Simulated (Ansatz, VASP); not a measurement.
One calculation of Na, two programs

INCAR

```
SYSTEM = Na
PREC = Accurate ; ENCUT = 520
EDIFF = 1E-7 ; ISMEAR = -1
SIGMA = 0.1 ; LREAL = .False.
LASPH = .True. ; NELM = 60
ALGO = Normal ; ISIF = 2
LWAVE = .False. ; LCHARG = .False.
GGA = PE ; NBANDS = 22
```

KPOINTS

```
Automatic mesh
0
Gamma
  8 8 5
  0 0 0
```

Contents of POSCAR:

```
Na
1.0
    3.6171331893      0.0000000000      0.0000000000
   -1.8085665946      3.1325292308      0.0000000000
    0.0000000000      0.0000000000     11.5065926935
Na
4
Direct
    0.0000000000      0.0000000000      0.0000000000
    0.0000000000      0.0000000000      0.5000000000
    0.3333333333      0.6666666667      0.2500000000
    0.6666666667      0.3333333333      0.7500000000
```

Input for Ansatz:

```yaml
crystal:
  lattice:
    - [3.6171331893, 0.0, 0.0]
    - [-1.8085665946, 3.1325292308, 0.0]
    - [0.0, 0.0, 11.5065926935]
  atoms:
    - { symbol: Na, position: [0.0, 0.0, 0.0] }
    - { symbol: Na, position: [0.0, 0.0, 0.5] }
    - { symbol: Na, position: [0.3333333333, 0.6666666667, 0.25] }
    - { symbol: Na, position: [0.6666666667, 0.3333333333, 0.75] }
kpoints:
  mp_grid: { grid: [8, 8, 5] }
scf:
  occupations: { method: fermi_dirac, width: 0.1 }
hamiltonian:
  xc: pbe
  pseudopotentials: { kind: all_electron, lapw: { basis_error: 0.001 } }
output:
  forces: true
  stress: true
  eigenvalues: true
  populations: true
```

Change from the starting cell: volume scaled by 0.88, LAPW.

Alike in both runs: task single point; functional PBE; k mesh 8 × 8 × 5; occupations fermi-dirac, width 0.1 eV; no spin polarisation.

```csv
,VASP,Ansatz
version,VASP 6.6.1,Ansatz 0.2.0
potentials or method,"VASP PAW PBE potentials, release 64 (Na_pv), cutoff 520 eV","all-electron LAPW, scalar-relativistic"
```

|  | VASP | Ansatz | Ansatz less VASP |
| --- | --- | --- | --- |
| pressure (GPa) | 1.3 | 1.3 | +0.01 |

Ansatz ran all-electron here, and VASP with PAW potentials.
